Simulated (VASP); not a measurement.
Runs of VASP 6.6.1 on AlN. The structure is that of space group Fm-3m (No. 225), or close to it. The cells are those of the table. 

```csv
task,cell,gap on the mesh (eV),pressure (GPa)
single point,"a = 2.831 Å, angles 60.0°, 2 atoms",(b),8.3
single point,"a = 2.916 Å, angles 60.0°, 2 atoms",(d),-13.9
single point,"a = 2.802 Å, angles 60.0°, 2 atoms",5.03,18.2
single point,"a = 2.944 Å, angles 60.0°, 2 atoms",3.75,-19.3
single point,"a = 2.860 Å, angles 60.0°, 2 atoms",4.54,-0.2
relaxation of cell and atoms,"relaxed from a = 2.872 Å, angles 60.0°, 2 atoms",(c),0.0
single point,"a = 2.889 Å, angles 60.0°, 2 atoms",4.26,-7.6
single point,"a = 2.772 Å, angles 60.0°, 2 atoms",(a),29.7
```

Alike in all rows: level PBEsol; potentials or basis VASP PAW PBE potentials, release 64 (Al, N); no spin polarisation; k mesh 10 × 10 × 10; cutoff (eV) 600; smearing gaussian 0.02 eV.

Q: Estimate the missing entries.

A: (a) 4.96; (b) 4.84; (c) 4.55; (d) 4.00.

Caveats: the PAW data sets were made with another functional, which shifts forces and pressure a little; the cell stands under pressure (at least some runs); the cell stands under tension (at least some runs).

A k mesh can miss the band edges.
